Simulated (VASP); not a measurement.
# B6As (R-3m) in VASP: further runs

B6As is run at these levels: PBEsol; tasks: single point.

Program: VASP 6.6.1. These are calculated values, not measurements. Logs are shortened: lines on timing, memory, paths and dates and some standing lists are left out, and cuts for length are marked.

**1. The cell of the first run**

Symmetry: R-3m, No. 166, trigonal system. The conventional cell has a = 5.903 Å, b = 5.903 Å, c = 11.212 Å, α = 90.00°, β = 90.00°, γ = 120.00°. Within 2.2 Å of B (site symmetry m) lie 6 B at 1.67 to 1.81 Å. Within 2.2 Å of B (site symmetry m) lie 5 B at 1.67 to 1.75 Å and 1 As at 1.91 Å. Within 2.5 Å of As (site symmetry 3m) lie 3 B at 1.91 Å and 1 As at 2.29 Å.

**2. Single point, PBEsol (8.06 Å³/atom)**

INCAR

```
ALGO = Normal ; EDIFF = 1E-6
ENCUT = 520 ; GGA = PS
ISIF = 2 ; ISMEAR = 0
LASPH = True ; LCHARG = True
LELF = True ; LREAL = False
LVHAR = True ; LWAVE = False
NBANDS = 36 ; NELM = 80
PREC = Accurate ; SIGMA = 0.02
```

KPOINTS

```
k-points
0
Gamma
  6 6 6
```

POSCAR

```
B6As
1.0
    2.9516286066      1.7041235706      3.7374167084
   -2.9516286066      1.7041235706      3.7374167084
    0.0000000000     -3.4082471412      3.7374167084
B As
12 2
Direct
    0.0192722134      0.0192722134      0.3250960601
    0.0192722134      0.3250960601      0.0192722134
    0.8208347217      0.2736051449      0.8208347217
    0.8208347217      0.8208347217      0.2736051449
    0.2736051449      0.8208347217      0.8208347217
    0.7263948551      0.1791652783      0.1791652783
    0.1791652783      0.7263948551      0.1791652783
    0.1791652783      0.1791652783      0.7263948551
    0.9807277866      0.6749039399      0.9807277866
    0.9807277866      0.9807277866      0.6749039399
    0.6749039399      0.9807277866      0.9807277866
    0.3250960601      0.0192722134      0.0192722134
    0.6023304113      0.6023304113      0.6023304113
    0.3976695887      0.3976695887      0.3976695887
```

Potentials or basis: VASP PAW PBE potentials, release 64 (B, As).

The run is started by

```console
cat potpaw_PBE.64/B/POTCAR potpaw_PBE.64/As/POTCAR > POTCAR
mpirun -np 1 vasp_std > vasp.out
```

OUTCAR:

```text
EDIFF = 1E-6
   ENCUT = 520
   GGA = PS
   ISIF = 2
   ISMEAR = 0
   LASPH = True
   LREAL = False
   NELM = 80
   PREC = Accurate

 ion  position               nearest neighbor table
   1  0.019  0.019  0.325-  10 1.67   7 1.72   6 1.72   4 1.75   2 1.81  12 1.81
   2  0.019  0.325  0.019-   9 1.67   8 1.72   6 1.72   3 1.75  12 1.81   1 1.81
   3  0.821  0.274  0.821-   8 1.67   6 1.67  10 1.72  11 1.72   2 1.75  13 1.91
   4  0.821  0.821  0.274-   6 1.67   7 1.67   9 1.72  11 1.72   1 1.75  13 1.91
   5  0.274  0.821  0.821-   8 1.67   7 1.67  10 1.72   9 1.72  12 1.75  13 1.91
   6  0.726  0.179  0.179-   4 1.67   3 1.67   1 1.72   2 1.72  11 1.75  14 1.91
   7  0.179  0.726  0.179-   4 1.67   5 1.67   1 1.72  12 1.72   9 1.75  14 1.91
   8  0.179  0.179  0.726-   3 1.67   5 1.67   2 1.72  12 1.72  10 1.75  14 1.91
   9  0.981  0.675  0.981-   2 1.67   4 1.72   5 1.72   7 1.75  11 1.81  10 1.81
  10  0.981  0.981  0.675-   1 1.67   3 1.72   5 1.72   8 1.75   9 1.81  11 1.81
  11  0.675  0.981  0.981-  12 1.67   4 1.72   3 1.72   6 1.75   9 1.81  10 1.81
  12  0.325  0.019  0.019-  11 1.67   8 1.72   7 1.72   5 1.75   2 1.81   1 1.81
  13  0.602  0.602  0.602-   3 1.91   5 1.91   4 1.91  14 2.29
  14  0.398  0.398  0.398-   6 1.91   7 1.91   8 1.91  13 2.29

  LATTYP: Found a trigonal (rhomboedric) cell.
 ALAT       =     5.0581055967
 COS(alpha) =     0.3189521382

  Lattice vectors:

 A1 = (   2.9516286066,   1.7041235706,   3.7374167084)
 A2 = (  -2.9516286066,   1.7041235706,   3.7374167084)
 A3 = (   0.0000000000,  -3.4082471412,   3.7374167084)

Analysis of symmetry for initial positions (statically):
=====================================================================
 Subroutine PRICEL returns:
 Original cell was already a primitive cell.

 Routine SETGRP: Setting up the symmetry group for a
 trigonal (rhombohedral) supercell.

 Subroutine GETGRP returns: Found 12 space group operations
 (whereof 12 operations were pure point group operations)
 out of a pool of 12 trial point group operations.

The static configuration has the point symmetry D_3d.

Analysis of symmetry for dynamics (positions and initial velocities):
=====================================================================
 Subroutine PRICEL returns:
 Original cell was already a primitive cell.

 Routine SETGRP: Setting up the symmetry group for a
 trigonal (rhombohedral) supercell.

 Subroutine GETGRP returns: Found 12 space group operations
 (whereof 12 operations were pure point group operations)
 out of a pool of 12 trial point group operations.

The dynamic configuration has the point symmetry D_3d.

 Subroutine INISYM returns: Found 12 space group operations
 (whereof 12 operations are pure point group operations),
 and found     1 'primitive' translations

----------------------------------------------------------------------------------------

                                     Primitive cell

  volume of cell :     112.7939

  direct lattice vectors                    reciprocal lattice vectors
     2.951628607  1.704123571  3.737416708     0.169398006  0.097801984  0.089188164
    -2.951628607  1.704123571  3.737416708    -0.169398006  0.097801984  0.089188164
     0.000000000 -3.408247141  3.737416708     0.000000000 -0.195603969  0.089188164

  length of vectors
     5.058105597  5.058105597  5.058105597     0.214977769  0.214977769  0.214977769

  position of ions in fractional coordinates (direct lattice)
     0.019272213  0.019272213  0.325096060
     0.019272213  0.325096060  0.019272213
     0.820834722  0.273605145  0.820834722
     0.820834722  0.820834722  0.273605145
     0.273605145  0.820834722  0.820834722
     0.726394855  0.179165278  0.179165278
     0.179165278  0.726394855  0.179165278
     0.179165278  0.179165278  0.726394855
     0.980727787  0.674903940  0.980727787
     0.980727787  0.980727787  0.674903940
     0.674903940  0.980727787  0.980727787
     0.325096060  0.019272213  0.019272213
     0.602330411  0.602330411  0.602330411
     0.397669589  0.397669589  0.397669589

  ion indices of the primitive-cell ions
   primitive index   ion index
                 1           1
                 2           2
                 3           3
                 4           4
                 5           5
                 6           6
                 7           7
                 8           8
                 9           9
                10          10
                11          11
                12          12
                13          13
                14          14

----------------------------------------------------------------------------------------

 KPOINTS: k-points

Automatic generation of k-mesh.
 Grid dimensions read from file:
 generate k-points for:    6    6    6

 Generating k-lattice:

  Cartesian coordinates                     Fractional coordinates (reciprocal lattice)
     0.028233001  0.016300331  0.014864694     0.166666667  0.000000000  0.000000000
    -0.028233001  0.016300331  0.014864694     0.000000000  0.166666667  0.000000000
     0.000000000 -0.032600661  0.014864694     0.000000000  0.000000000  0.166666667

  Length of vectors
     0.035829628  0.035829628  0.035829628

  Shift w.r.t. Gamma in fractional coordinates (k-lattice)
     0.000000000  0.000000000  0.000000000

 Subroutine IBZKPT returns following result:
 ===========================================

 Found     32 irreducible k-points:

 Following reciprocal coordinates:
            Coordinates               Weight
  0.000000  0.000000  0.000000      1.000000
  0.166667 -0.000000 -0.000000      6.000000
  0.333333 -0.000000 -0.000000      6.000000
  0.500000  0.000000 -0.000000      3.000000
  0.166667  0.166667 -0.000000      6.000000
  0.333333  0.166667 -0.000000     12.000000
[... 16 lines left out ...]
  0.500000  0.500000  0.166667      6.000000
 -0.333333  0.500000  0.166667     12.000000
 [... further k-points ...]
   k-points           NKPTS =     32   k-points in BZ     NKDIM =     32   number of bands    NBANDS=     36
   number of dos      NEDOS =    301   number of ions     NIONS =     14
   total plane-waves  NPLWV =  64000
   dimension x,y,z NGX =    40 NGY =   40 NGZ =   40
   dimension x,y,z NGXF=    80 NGYF=   80 NGZF=   80
   ions per type =              12   2
   NGX,Y,Z   is equivalent  to a cutoff of  13.15, 13.15, 13.15 a.u.
   NGXF,Y,Z  is equivalent  to a cutoff of  26.29, 26.29, 26.29 a.u.
 SYSTEM =  unknown system
   PREC   = accura    normal or accurate (medium, high low for compatibility)
   ISTART =      0    job   : 0-new  1-cont  2-samecut
   ICHARG =      2    charge: 1-file 2-atom 10-const
   ISPIN  =      1    spin polarized calculation?
   LNONCOLLINEAR =      F non collinear calculations
   LSORBIT =      F    spin-orbit coupling
   LASPH  =      T    aspherical Exc in radial PAW
   ENCUT  =  520.0 eV  38.22 Ry    6.18 a.u.   9.40  9.40  9.40*2*pi/ulx,y,z
   NELM   =     80;   NELMIN=  2; NELMDL= -5     # of ELM steps
   EDIFF  = 0.1E-05   stopping-criterion for ELM
   LREAL  =      F    real-space projection
   EDIFFG = 0.1E-04   stopping-criterion for IOM
   NSW    =      0    number of steps for IOM
   IBRION =     -1    ionic relax: 0-MD 1-quasi-New 2-CG
   NFREE  =      0    steps in history (QN), initial steepest desc. (CG)
   ISIF   =      2    stress and relaxation
   ISYM   =      2    0-nonsym 1-usesym 2-fastsym
   POTIM  = 0.5000    time-step for ionic-motion
   TEBEG  =    0.0;   TEEND  =   0.0 temperature during run
   PSTRESS=    0.0 pullay stress
   NELECT =      46.0000    total number of electrons
   NUPDOWN=      -1.0000    fix difference up-down
   EMIN   =  10.00;   EMAX   =-10.00  energy-range for DOS
   EFERMI =   0.00;   METHOD = LEGACY
   ISMEAR =     0;   SIGMA  =   0.02  broadening in eV -4-tet -1-fermi 0-gaus
   EFERMI_NEDOS =   21; number of points for ismear=-14 and -15
   IALGO  =     38    algorithm
   IMIX   =      4    mixing-type and parameters
     AMIX     =   0.40;   BMIX     =  1.00
     AMIX_MAG =   1.60;   BMIX_MAG =  1.00
  volume/ion in A,a.u.               =       8.06        54.37
  Fermi-wavevector in a.u.,A,eV,Ry     =   1.214038  2.294199 20.053465  1.473888
  Thomas-Fermi vector in A             =   2.349471
   LORBIT       =      0    0 simple, 1 ext, 2 COOP (PROOUT), +10 PAW based schemes
   GGA     = PS    functional components
   LHFCALC =     F    Hartree Fock is set to
   AEXX    =    0.0000 exact exchange contribution
   IVDW    =     0    specifies the selected vdW correction
   LEPSILON=     F    determine dielectric tensor
   LRPA    =     F    only Hartree local field effects (RPA)
 non-spin polarized calculation
 Gauss-broadening in eV      SIGMA  =   0.02
  energy-cutoff  :      520.00
  volume of cell :      112.79
 maximum number of plane-waves:      3052
 NGX is ok and might be reduce to    40
   NGX = 19   NGY = 19   NGZ = 19

 number of electron      46.0000000 magnetization

 Free energy of the ion-electron system (eV)
  ---------------------------------------------------
  ext. energy  EPLUGINS =         0.00000000
  ---------------------------------------------------
  free energy    TOTEN  =       -95.63272974 eV

  energy without entropy =      -95.63272974  energy(sigma->0) =      -95.63272974

 E-fermi :   5.9206     XC(G=0): -11.7287

 val. band max:        5.8249832056   @ k =   0.0000   0.0000   0.0000
 cond. band min:       8.3818490935   @ k =   0.5000   0.0000  -0.0000
 fundamental gap:      2.5568658879
 Fermi energy:         5.9206382565

 k-point     1 :       0.0000    0.0000    0.0000
  band No.  band energies     occupation
      1     -10.0171      2.00000
      2      -6.7784      2.00000
      3      -4.8224      2.00000
      4      -4.8224      2.00000
      5      -4.6608      2.00000
      6      -3.5352      2.00000
[... 27 lines left out ...]
     34      14.7216      0.00000
     35      14.8486      0.00000

 k-point     2 :       0.1667   -0.0000   -0.0000
  band No.  band energies     occupation
      1      -9.8989      2.00000
      2      -7.1127      2.00000
      3      -4.8555      2.00000
      4      -4.8242      2.00000
      5      -4.5521      2.00000
      6      -3.8198      2.00000
[... 27 lines left out ...]
     34      14.6461      0.00000
     35      15.1599      0.00000

 k-point     3 :       0.3333   -0.0000   -0.0000
  band No.  band energies     occupation
      1      -9.5798      2.00000
      2      -7.7901      2.00000
      3      -4.9805      2.00000
      4      -4.8206      2.00000
      5      -4.3026      2.00000
      6      -4.0763      2.00000
[... 27 lines left out ...]
     34      14.5626      0.00000
     35      15.2850      0.00000
[... 723 lines left out ...]
 k-point    23 :       0.5000    0.5000    0.1667
  band No.  band energies     occupation
      1      -9.1593      2.00000
      2      -7.2255      2.00000
      3      -6.5675      2.00000
      4      -5.5519      2.00000
      5      -5.3009      2.00000
      6      -3.2540      2.00000
[... 27 lines left out ...]
     34      14.4494      0.00000
     35      14.5177      0.00000

 k-point    24 :      -0.3333    0.5000    0.1667
  band No.  band energies     occupation
      1      -9.1139      2.00000
      2      -7.5165      2.00000
      3      -6.6084      2.00000
      4      -5.5551      2.00000
      5      -4.9281      2.00000
      6      -3.2346      2.00000
[... 27 lines left out ...]
     34      14.4559      0.00000
     35      14.8938      0.00000

 [... further k-points ...]

 [bands above 35 left out]

------------------------ aborting loop because EDIFF is reached ----------------------------------------

  FORCE on cell =-STRESS in cart. coord.  units (eV):
  Direction    XX          YY          ZZ          XY          YZ          ZX
  --------------------------------------------------------------------------------------
  -------------------------------------------------------------------------------------
  Total       22.0743254     22.0743254     21.8862483      0.0000000      0.0000000      0.0000000
  in kB      313.5540788    313.5540788    310.8825445      0.0000000      0.0000000      0.0000000
  external PRESSURE =     312.6635674 kB  Pullay stress =       0.0000000 kB

 VOLUME and BASIS-vectors are now :
 -----------------------------------------------------------------------------
  energy-cutoff  :      520.00
  volume of cell :      112.79
      direct lattice vectors                 reciprocal lattice vectors
     2.951628607  1.704123571  3.737416708     0.169398006  0.097801984  0.089188164
    -2.951628607  1.704123571  3.737416708    -0.169398006  0.097801984  0.089188164
     0.000000000 -3.408247141  3.737416708     0.000000000 -0.195603969  0.089188164

 POSITION                                       TOTAL-FORCE (eV/Angst)
 -----------------------------------------------------------------------------------
      0.00000     -1.04232      1.35908        -0.000000     -0.003979      0.024383
     -0.90268      0.52116      1.35908        -0.003446      0.001990      0.024383
      1.61522     -0.93255      7.15818         0.048874     -0.028218      0.013504
      0.00000      1.86509      7.15818        -0.000000      0.056435      0.013504
     -1.61522     -0.93255      7.15818        -0.048874     -0.028218      0.013504
      1.61522      0.93255      4.05407         0.048874      0.028218     -0.013504
     -1.61522      0.93255      4.05407        -0.048874      0.028218     -0.013504
      0.00000     -1.86509      4.05407        -0.000000     -0.056435     -0.013504
      0.90268     -0.52116      9.85317         0.003446     -0.001990     -0.024383
      0.00000      1.04232      9.85317        -0.000000      0.003979     -0.024383
     -0.90268     -0.52116      9.85317        -0.003446     -0.001990     -0.024383
      0.90268      0.52116      1.35908         0.003446      0.001990      0.024383
      0.00000      0.00000      6.75348        -0.000000     -0.000000      0.049626
      0.00000      0.00000      4.45877        -0.000000      0.000000     -0.049626
 -----------------------------------------------------------------------------------
    total drift:                               -0.000000     -0.000000      0.000000

  FREE ENERGIE OF THE ION-ELECTRON SYSTEM (eV)
  ---------------------------------------------------
  free  energy   TOTEN  =       -95.6327297367 eV

  energy  without entropy=      -95.6327297367  energy(sigma->0) =      -95.63272974
```

Run time: 2 min. Hardware: 1 thread of Intel Xeon Platinum 8488C (Sapphire Rapids), shared host; peak memory 0.28 GiB.

What came out:

* Free energy: -95.6327 eV
* Pressure: 31.3 GPa
* Largest force: 0.058 eV/Å
* Band gap on the k mesh: 2.56 eV (least direct gap 2.61 eV)

Forces in eV/Å, atoms in the order of the input:
```
B    0.000 -0.004  0.024
B   -0.003  0.002  0.024
B    0.049 -0.028  0.014
B    0.000  0.056  0.014
B   -0.049 -0.028  0.014
B    0.049  0.028 -0.014
B   -0.049  0.028 -0.014
B    0.000 -0.056 -0.014
B    0.003 -0.002 -0.024
B    0.000  0.004 -0.024
B   -0.003 -0.002 -0.024
B    0.003  0.002  0.024
As   0.000  0.000  0.050
As   0.000  0.000 -0.050
```

Stress tensor (GPa, compression positive):
```
31.36  0.00  0.00
 0.00 31.36  0.00
 0.00  0.00 31.09
```

Caveat: the cell stands under pressure; the PAW data sets were made with another functional, which shifts forces and pressure a little. A k mesh can miss the band edges.

[end of part 1 of 3]
